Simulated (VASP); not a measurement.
Write the native input for VASP 6.6.1 that does the following.

| Quantity | Value |
| --- | --- |
| Task | single point |
| Functional | PBE |
| Potentials or basis | VASP PAW PBE potentials, release 64 (Cu_sv_GW, O_h) |
| Cutoff | 1340 eV |
| k mesh | 20 × 20 × 20 |
| Occupations | gaussian, width 0.15 eV |
| Spin | no spin polarisation |
| Dipole correction | no |
| Further INCAR settings | ALGO = Normal; EDIFF = 1e-06; NBANDS = 20 |

The structure of CuO lies in POSCAR:

```
CuO
1.0
    0.0000000000      2.2223880000      2.1165600000
    2.2223880000      0.0000000000      2.1165600000
    2.2223880000      2.2223880000      0.0000000000
Cu O
1 1
Direct
    0.0000000000      0.0000000000      0.0000000000
    0.5000000000      0.5000000000      0.5000000000
```

This cell differs from its parent crystal: strain +0.050 along x and y, +0.000 along z.

The input as run:

INCAR

```
PREC = Accurate
ENCUT = 1340
EDIFF = 1E-6
ISMEAR = 0
SIGMA = 0.15
LREAL = F
LASPH = T
NELM = 120
ALGO = Normal
ISIF = 2
LWAVE = F
LCHARG = T
GGA = PE
LELF = T
LVHAR = T
NBANDS = 20
GGA_COMPAT = F
```

KPOINTS

```
regular mesh
0
Gamma
  20 20 20
```

Potentials or basis: VASP PAW PBE potentials, release 64 (Cu_sv_GW, O_h).

The run is started by

```console
$ cat potpaw_PBE.64/Cu_sv_GW/POTCAR potpaw_PBE.64/O_h/POTCAR > POTCAR
$ mpirun -np 1 vasp_std > vasp.out
```

It gave:

| Quantity | Value |
| --- | --- |
| Pressure | -12.9 GPa |
| Band gap on the k mesh | zero (an odd number of electrons rules out a gap without spin polarisation) |

Caveat: the cell differs from its parent crystal (strain +0.050 along x and y, +0.000 along z); the cell stands under tension; an odd number of electrons without spin polarisation forces a metal; a magnetic or distorted state may lie lower; semilocal functionals often make such compounds metallic where correlation or magnetic order opens a gap, which also shifts bond lengths.

It took 9.1 min on 1 thread of Intel(R) Xeon(R) 6975P-C (Granite Rapids) (shared host), peak memory 1.3 GiB.
